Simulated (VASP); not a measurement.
# Mn (P6_3/mmc) in VASP: notebook, part 2 of 2

VASP 6.6.1.

## Step 3: Single point, r2SCAN, collinear spin, ferromagnetic start

POSCAR reads:

```
Mn
1.0
    2.4836457705      0.0000000000      0.0000000000
   -1.2418228853      2.1509003313      0.0000000000
    0.0000000000      0.0000000000      4.0261950000
Mn
2
Direct
    0.3333333333      0.6666666667      0.2500000000
    0.6666666667      0.3333333333      0.7500000000
```

INCAR.step1 reads:

```
SYSTEM = Mn
PREC = Accurate
ENCUT = 520
ISMEAR = -1
SIGMA = 0.05
LREAL = .False.
LASPH = .True.
NELM = 150
ISPIN = 2
MAGMOM = 4 4
LMAXMIX = 4
NBANDS = 24
GGA = PE
ALGO = Normal
EDIFF = 1E-4
LWAVE = .True.
LCHARG = .False.
```

INCAR.step2 reads:

```
SYSTEM = Mn
PREC = Accurate
ENCUT = 520
EDIFF = 1E-7
ISMEAR = -1
SIGMA = 0.05
LREAL = .False.
LASPH = .True.
NELM = 150
ALGO = Normal
ISIF = 2
LWAVE = .False.
LCHARG = .False.
ISPIN = 2
MAGMOM = 4 4
LORBIT = 11
LMAXMIX = 4
METAGGA = R2SCAN
LMIXTAU = .True.
NBANDS = 24
ISTART = 1
```

KPOINTS reads:

```
regular mesh
0
Gamma
  7 7 4
  0 0 0
```

Potentials or basis: VASP PAW PBE potentials, release 64 (Mn_pv).

Launch:

```
$ cat potpaw_PBE.64/Mn_pv/POTCAR > POTCAR
$ cp INCAR.step1 INCAR
$ mpirun -np 1 vasp_std > vasp.out
$ cp INCAR.step2 INCAR
$ mpirun -np 1 vasp_std > vasp.out
```

OUTCAR:

```text
SYSTEM = Mn
   PREC = Accurate
   ENCUT = 520
   EDIFF = 1E-7
   ISMEAR = -1
   LREAL = .False.
   LASPH = .True.
   NELM = 150
   ISIF = 2
   ISPIN = 2
   LORBIT = 11
   METAGGA = R2SCAN
   ISTART = 1

 ion  position               nearest neighbor table
   1  0.333  0.667  0.250-   2 2.47   2 2.47   2 2.47   2 2.47   2 2.47   2 2.47
   2  0.667  0.333  0.750-   1 2.47   1 2.47   1 2.47   1 2.47   1 2.47   1 2.47

  LATTYP: Found a hexagonal cell.
 ALAT       =     2.4836457705
 C/A-ratio  =     1.6210826229

  Lattice vectors:

 A1 = (   2.4836457705,   0.0000000000,   0.0000000000)
 A2 = (  -1.2418228853,   2.1509003313,   0.0000000000)
 A3 = (   0.0000000000,   0.0000000000,   4.0261950000)

Analysis of symmetry for initial positions (statically):
=====================================================================
 Subroutine PRICEL returns:
 Original cell was already a primitive cell.

 Routine SETGRP: Setting up the symmetry group for a
 hexagonal supercell.

[... 847 lines left out ...]
      3     -39.1248      1.00000
      4     -39.0224      1.00000
      5     -39.0177      1.00000
      6     -39.0175      1.00000
[... 637 lines left out ...]
     23      33.3896      0.00000
     24      33.3896      0.00000

------------------------ aborting loop because EDIFF is reached ----------------------------------------

  FORCE on cell =-STRESS in cart. coord.  units (eV):
  Direction    XX          YY          ZZ          XY          YZ          ZX
  --------------------------------------------------------------------------------------
  -------------------------------------------------------------------------------------
  Total       -1.4291368     -1.4291368     -0.9046404      0.0000000      0.0000000      0.0000000
  in kB     -106.4583258   -106.4583258    -67.3878841      0.0000000      0.0000000      0.0000000
  external PRESSURE =     -93.4348452 kB  Pullay stress =       0.0000000 kB

 VOLUME and BASIS-vectors are now :
 -----------------------------------------------------------------------------
  energy-cutoff  :      520.00
  volume of cell :       21.51
      direct lattice vectors                 reciprocal lattice vectors
     2.483645770  0.000000000  0.000000000     0.402633907  0.232460795  0.000000000
    -1.241822885  2.150900331  0.000000000     0.000000000  0.464921589  0.000000000
     0.000000000  0.000000000  4.026195000     0.000000000  0.000000000  0.248373464

 POSITION                                       TOTAL-FORCE (eV/Angst)
 -----------------------------------------------------------------------------------
     -0.00000      1.43393      1.00655         0.000000      0.000000      0.000000
      1.24182      0.71697      3.01965        -0.000000     -0.000000      0.000000
 -----------------------------------------------------------------------------------
    total drift:                               -0.000000      0.000000     -0.000000

  FREE ENERGIE OF THE ION-ELECTRON SYSTEM (eV)
  ---------------------------------------------------
  free  energy   TOTEN  =       -28.5432009287 eV

  energy  without entropy=      -28.5183712685  energy(sigma->0) =      -28.53078610

 total charge

# of ion       s       p       d       tot
------------------------------------------
    1        0.461   6.410   5.141  12.012
    2        0.461   6.410   5.141  12.012
--------------------------------------------------
tot          0.922  12.819  10.283  24.024

 magnetization (x)

# of ion       s       p       d       tot
------------------------------------------
    1       -0.000   0.000  -0.000  -0.000
    2       -0.000   0.000  -0.000  -0.000
--------------------------------------------------
tot         -0.000   0.000  -0.000  -0.000
```

OSZICAR.step1:

```text
N       E                     dE             d eps       ncg     rms          rms(c)
DAV:   1     0.250375258832E+03    0.25038E+03   -0.14958E+04  2360   0.156E+03
DAV:   2    -0.760669923817E+01   -0.25798E+03   -0.24601E+03  2320   0.402E+02
DAV:   3    -0.175726479495E+02   -0.99659E+01   -0.99063E+01  2568   0.887E+01
DAV:   4    -0.176543993954E+02   -0.81751E-01   -0.81744E-01  2608   0.791E+00
DAV:   5    -0.176555799294E+02   -0.11805E-02   -0.11805E-02  2592   0.963E-01    0.259E+01
DAV:   6    -0.173054449323E+02    0.35013E+00   -0.60424E+00  2464   0.346E+01    0.631E+00
DAV:   7    -0.177723534100E+02   -0.46691E+00   -0.25810E-01  2472   0.477E+00    0.560E+00
DAV:   8    -0.178916708339E+02   -0.11932E+00   -0.17214E-02  2552   0.180E+00    0.215E+00
DAV:   9    -0.179155357287E+02   -0.23865E-01   -0.19396E-02  2608   0.168E+00    0.578E-01
DAV:  10    -0.179195036632E+02   -0.39679E-02   -0.12564E-02  2440   0.833E-01    0.211E-01
DAV:  11    -0.179197524399E+02   -0.24878E-03   -0.10684E-03  2536   0.251E-01    0.730E-02
DAV:  12    -0.179198468599E+02   -0.94420E-04   -0.59628E-05  1264   0.768E-02
   1 F= -.17919847E+02 E0= -.17906085E+02  d E =-.275236E-01  mag=     0.0023
```

It took 1.9 min on 1 thread of Intel Xeon Platinum 8259CL at 2.50GHz (Skylake/Cascade Lake), shared host; peak memory 0.15 GiB.

Results:

```
Free energy                                           : -28.5432 eV
Pressure                                              : -9.3 GPa
Band gap on the k mesh                                : zero (filled and empty bands overlap)
Net moment                                            : 0.00 μB per cell
Valence electrons inside the program's atomic spheres : Mn 12.01
```

Stress tensor (GPa, compression positive):
```
-10.65   0.00   0.00
  0.00 -10.65   0.00
  0.00   0.00  -6.74
```

Levels at points of the mesh, in eV from the Fermi level:
Spin up:
```
           k point  band 10  band 11  band 12  band 13  band 14  band 15  band 16  band 17
(0.00, 0.00, 0.00)    -0.96    -0.96    -0.48    -0.48     0.09     0.09     0.53     1.69
(0.00, 0.00, 0.50)    -1.66    -1.04    -1.04    -1.04    -1.04     1.25     1.25     1.25
```
Spin down:
| k point | band 9 | band 10 | band 11 | band 12 | band 13 | band 14 | band 15 | band 16 | band 17 | band 18 |
| --- | --- | --- | --- | --- | --- | --- | --- | --- | --- | --- |
| (0.00, 0.00, 0.00) | -1.03 | -0.96 | -0.96 | -0.48 | -0.48 | 0.09 | 0.09 | 0.53 | 1.69 | 1.69 |
| (0.00, 0.00, 0.50) | -1.66 | -1.66 | -1.04 | -1.04 | -1.04 | -1.04 | 1.25 | 1.25 | 1.25 | 1.25 |

Caveat: the k points lie up to 0.42 Å⁻¹ apart; the starting moments collapsed, and a magnetic state may lie lower; the PAW data sets were made with another functional, which shifts forces and pressure a little.

## Step 4: Single point, PBEsol, collinear spin, ferromagnetic start

INCAR reads:

```
ALGO = Normal
EDIFF = 1E-6
ENCUT = 520
GGA = PS
ISIF = 2
ISMEAR = -1
ISPIN = 2
LASPH = T
LCHARG = F
LMAXMIX = 4
LORBIT = 11
LREAL = F
LWAVE = F
MAGMOM = 4 4
NBANDS = 24
NELM = 150
PREC = Accurate
SIGMA = 0.05
```

KPOINTS reads:

```
k-points
0
Gamma
  12 12 7
```

POSCAR is that of step 3.

Launch:

```
$ cat potpaw_PBE.64/Mn_pv/POTCAR > POTCAR
$ mpirun -np 1 vasp_std > vasp.out
```

It took 45 s on 1 thread of Intel Xeon Platinum 8488C (Sapphire Rapids), shared host; peak memory 0.17 GiB.

It converged, with:

| Property | Result |
| --- | --- |
| Free energy | -19.3928 eV |
| Pressure | -11.7 GPa |
| Band gap on the k mesh | zero (filled and empty bands overlap) |
| Net moment | 0.00 μB per cell |
| Valence electrons inside the program's atomic spheres | Mn 11.99 |

Stress tensor (GPa, compression positive):
```
-11.50   0.00   0.00
  0.00 -11.50   0.00
  0.00   0.00 -12.09
```

Levels at points of the mesh, in eV from the Fermi level:
Spin up:
```csv
k point,band 11,band 12,band 13,band 14,band 15,band 16
"(0.00, 0.00, 0.00)",-0.94,-0.47,-0.47,0.06,0.06,0.72
"(0.50, 0.00, 0.00)",-1.14,-0.93,-0.42,1.83,1.97,2.05
```
Spin down:
```tsv
k point	band 10	band 11	band 12	band 13	band 14	band 15	band 16	band 17
(0.00, 0.00, 0.00)	-0.94	-0.94	-0.47	-0.47	0.06	0.06	0.72	1.62
(0.50, 0.00, 0.00)	-1.33	-1.14	-0.93	-0.42	1.83	1.97	2.05	3.59
```

Caveat: the starting moments collapsed, and a magnetic state may lie lower; the PAW data sets were made with another functional, which shifts forces and pressure a little.

## Step 5: Single point, PBEsol, collinear spin, ferromagnetic start

INCAR reads:

```
SYSTEM = Mn
PREC = Accurate
ENCUT = 520
EDIFF = 1E-7
ISMEAR = -1
SIGMA = 0.05
LREAL = .FALSE.
LASPH = .TRUE.
NELM = 150
ALGO = Fast
ISIF = 2
LWAVE = .FALSE.
LCHARG = .FALSE.
ISPIN = 2
MAGMOM = 4 4
LORBIT = 11
LMAXMIX = 4
GGA = PS
NBANDS = 24
```

KPOINTS reads:

```
Automatic mesh
0
G
  12 12 7
  0 0 0
```

POSCAR is that of step 4.

Launch:

```
$ cat potpaw_PBE.64/Mn_pv/POTCAR > POTCAR
$ mpirun -np 1 vasp_std > vasp.out
```

It took 56 s on 1 thread of Intel Xeon Platinum 8488C (Sapphire Rapids), shared host; peak memory 0.17 GiB.

It converged, with:

| Property | Result |
| --- | --- |
| Free energy | -19.3928 eV |
| Pressure | -11.6 GPa |
| Band gap on the k mesh | zero (filled and empty bands overlap) |
| Net moment | 0.00 μB per cell |
| Valence electrons inside the program's atomic spheres | Mn 11.99 |

Stress tensor (GPa, compression positive):
```
-11.42   0.00   0.00
  0.00 -11.42   0.00
  0.00   0.00 -12.00
```

Levels at points of the mesh, in eV from the Fermi level:
Spin up:
```
           k point  band 11  band 12  band 13  band 14  band 15  band 16
(0.00, 0.00, 0.00)    -0.94    -0.47    -0.47     0.06     0.06     0.72
(0.50, 0.00, 0.00)    -1.14    -0.93    -0.42     1.83     1.97     2.05
```
Spin down:
| k point | band 10 | band 11 | band 12 | band 13 | band 14 | band 15 | band 16 | band 17 |
| --- | --- | --- | --- | --- | --- | --- | --- | --- |
| (0.00, 0.00, 0.00) | -0.94 | -0.94 | -0.47 | -0.47 | 0.06 | 0.06 | 0.72 | 1.62 |
| (0.50, 0.00, 0.00) | -1.33 | -1.14 | -0.93 | -0.42 | 1.83 | 1.97 | 2.05 | 3.59 |

Caveat: the starting moments collapsed, and a magnetic state may lie lower; the PAW data sets were made with another functional, which shifts forces and pressure a little.
